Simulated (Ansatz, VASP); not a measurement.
# One calculation of NiO, two programs

```xyz
2
Lattice="0.0000 2.2685 2.2685 2.2685 0.0000 2.2685 2.2685 2.2685 0.0000" Properties=species:S:1:pos:R:3 pbc="T T T"
Ni    0.0000    0.0000    0.0000
O     1.1343    1.1343    1.1343
```

Alike in both runs: task single point; functional PBE; k mesh 5 × 5 × 5; occupations gaussian, width 0.05 eV; collinear spin; Hubbard terms Ni d U = 6.2 eV.

|  | VASP | Ansatz |
| --- | --- | --- |
| version | VASP 6.6.1 | Ansatz 0.2.0 |
| potentials or method | VASP PAW PBE potentials, release 64 (Ni, O), cutoff 520 eV | scalar-relativistic, plane waves, PAW |
| valence electrons in the cell | 16 | 24 |

|  | VASP | Ansatz | Ansatz less VASP |
| --- | --- | --- | --- |
| pressure (GPa) | -8.8 | 10.8 | +19.53 |
| net moment per atom (μB) | 1.00 | 1.00 | 0.000 |
| size of the moment on the site where the two differ most (μB) | 0.31 | 0.13 | -0.179 |

Site moments also hang on the region over which each program counts them. The programs project onto different local orbitals, so the same U acts differently, and such runs can settle in different states. VASP's potentials hold 16 valence electrons a cell and Ansatz's 24, so a difference there can come from the potentials and not from the codes. Ansatz's warnings: stability check not made.

The k mesh is coarse, so the values compare programs but aren't converged.
